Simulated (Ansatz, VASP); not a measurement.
**Ag: VASP beside Ansatz**

Contents of INCAR:

```
  ALGO = Normal
  EDIFF = 1E-7
  EDIFFG = -0.04
  ENCUT = 600
  GGA = PE
  IBRION = 2
  ISIF = 3
  ISMEAR = 0
  LASPH = True
  LCHARG = False
  LREAL = False
  LWAVE = False
  NELM = 80
  NSW = 90
  PREC = Accurate
  SIGMA = 0.1
```

KPOINTS

```
k-points
0
Gamma
  9 9 6
```

Contents of POSCAR:

```
Ag
1.0
    2.7939576771      0.0000000000      0.0000000000
   -1.3969788386      2.4196383255      0.0000000000
    0.0000000000      0.0000000000      2.6106042045
Ag
1
Direct
    0.0000000000      0.0000000000      0.0000000000
```

Input for Ansatz:

```yaml
crystal:
  lattice:
    - [2.7939576771, 0.0, 0.0]
    - [-1.3969788386, 2.4196383255, 0.0]
    - [0.0, 0.0, 2.6106042045]
  atoms:
    - { symbol: Ag, position: [0.0, 0.0, 0.0] }
basis:
  ecutwfc: 420
kpoints:
  mp_grid: { grid: [9, 9, 6] }
hamiltonian:
  xc: pbe
scf:
  occupations: { method: gaussian, width: 0.1 }
  lower_state_search: "off"
output:
  forces: true
  stress: true
  eigenvalues: true
relax:
  adjacent_minimum: "off"
  f_tol: 0.04
  max_steps: 70
  cell: { stress_tol: 0.4 }
```

Alike in both runs: task relaxation of cell and atoms; functional PBE; k mesh 9 × 9 × 6; occupations gaussian, width 0.1 eV; no spin polarisation.

|  | VASP | Ansatz |
| --- | --- | --- |
| version | VASP 6.6.1 | Ansatz 0.2.0 |
| potentials or method | VASP PAW PBE potentials, release 64 (Ag), cutoff 600 eV | scalar-relativistic, plane waves, PAW |
| valence electrons in the cell | 11 | 19 |

Ansatz gave:

```
gap on the k mesh at the Fermi level, each at its own relaxed structure (eV) : none
relaxed volume (Å³/atom)                                                     : 19.50
relaxed length of the cell vector where the two differ most in proportion (Å)              : 2.756
```

Q: Which values does VASP return?

A: gap on the k mesh at the Fermi level, each at its own relaxed structure (eV): none; relaxed volume (Å³/atom): 19.46; relaxed length of the cell vector where the two differ most in proportion (Å): 2.752.

A gap of «none» marks a metal or a gap that the smearing closes. VASP's potentials hold 11 valence electrons a cell and Ansatz's 19, so a difference there can come from the potentials and not from the codes.

The k mesh is coarse, so the values compare programs but aren't converged.
